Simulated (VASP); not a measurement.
# Yb: single point with PBE

Yb:

```
CELL_PARAMETERS angstrom
0.00000 2.61179 2.46814
2.61179 0.00000 2.46814
2.61179 2.61179 0.00000
ATOMIC_POSITIONS crystal
Yb 0.00000 0.00000 0.00000
```

This cell differs from its parent crystal: engineering shear strain xz +0.0000, normal strain along z -0.0550.

```
Program             : VASP 6.6.1
Task                : single point
Functional          : PBE
Potentials or basis : VASP PAW PBE potentials, release 64 (Yb)
Cutoff              : 520 eV
k mesh              : 14 × 14 × 14
Occupations         : gaussian, width 0.15 eV
Spin                : no spin polarisation
```

```yaml
Pressure: 1.2 GPa
Band_gap_on_the_k_mesh: zero (band 12 reaches 1.83 eV, above the bottom of band 13 at 1.66 eV)
```

Levels at points of the mesh, in eV from the Fermi level:
| k point | band 8 | band 9 | band 10 | band 11 | band 12 | band 13 | band 14 | band 15 | band 16 | band 17 |
| --- | --- | --- | --- | --- | --- | --- | --- | --- | --- | --- |
| (0.00, 0.00, 0.00) | -0.42 | -0.40 | -0.30 | -0.30 | -0.30 | 2.79 | 2.79 | 3.22 | 4.81 | 5.49 |
| (0.50, 0.00, 0.00) | -0.43 | -0.41 | -0.32 | -0.31 | -0.30 | 0.52 | 2.40 | 2.97 | 6.77 | 7.48 |
| (0.50, 0.50, 0.00) | -0.41 | -0.41 | -0.33 | -0.33 | -0.33 | -0.14 | 2.45 | 6.88 | 7.40 | 7.42 |
| (0.50, 0.00, 0.50) | -0.41 | -0.40 | -0.35 | -0.34 | -0.33 | 0.06 | 1.73 | 6.76 | 7.20 | 7.92 |

Run time: 5.7 min on 1 thread of Intel(R) Xeon(R) Platinum 8488C (Sapphire Rapids) (shared host), peak memory 0.29 GiB.

Caveat: the cell differs from its parent crystal (engineering shear strain xz +0.0000, normal strain along z -0.0550); spin-orbit coupling is left out, which moves the levels of the heavy elements. Spin polarisation is off, so any magnetic state and its effect on volume and gap are missing.
